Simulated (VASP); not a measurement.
Wanted: the native input for a VASP 6.6.1 run.

* Task: single point
* Functional: PBE
* Potentials or basis: VASP PAW PBE potentials, release 64 (Cr_sv)
* Cutoff: 600 eV
* k mesh: 17 × 17 × 9
* Occupations: fermi-dirac, width 0.1 eV
* Spin: no spin polarisation
* Dipole correction: no
* Second run: valence_matched
* Further INCAR settings: ALGO = Normal; EDIFF = 1e-06; NBANDS = 21

The structure of Cr lies in POSCAR:

```
Cr
1.0
    2.1583554948      0.0000000000      0.0000000000
   -1.0791777474      1.8691906889      0.0000000000
    0.0000000000      0.0000000000      3.5478566897
Cr
2
Direct
    0.3333333333      0.6666666667      0.2500000000
    0.6666666667      0.3333333333      0.7500000000
```

The input as run:

INCAR

```
SYSTEM = Cr
PREC = Accurate
ENCUT = 600
EDIFF = 1E-6
ISMEAR = -1
SIGMA = 0.1
LREAL = .False.
LASPH = .True.
NELM = 120
ALGO = Normal
ISIF = 2
LWAVE = .False.
LCHARG = .False.
GGA = PE
NBANDS = 21
GGA_COMPAT = .False.
```

KPOINTS

```
regular mesh
0
Gamma
  17 17 9
  0 0 0
```

Potentials or basis: VASP PAW PBE potentials, release 64 (Cr_sv).

Launch:

```bash
$ cat potpaw_PBE.64/Cr_sv/POTCAR > POTCAR
$ mpirun -np 1 vasp_std > vasp.out
```

Results of the run:

```yaml
Pressure: 314.5 GPa
Band_gap_on_the_k_mesh: zero (band 14 reaches 25.54 eV, above the bottom of band 15 at 22.59 eV)
```

Caveat: the run has no spin polarisation, though such a crystal can be magnetic.

It took 2.1 min on 1 thread of AMD EPYC 7R43 64-Core Processor (Zen 3), with other jobs on the host, peak memory 0.13 GiB.
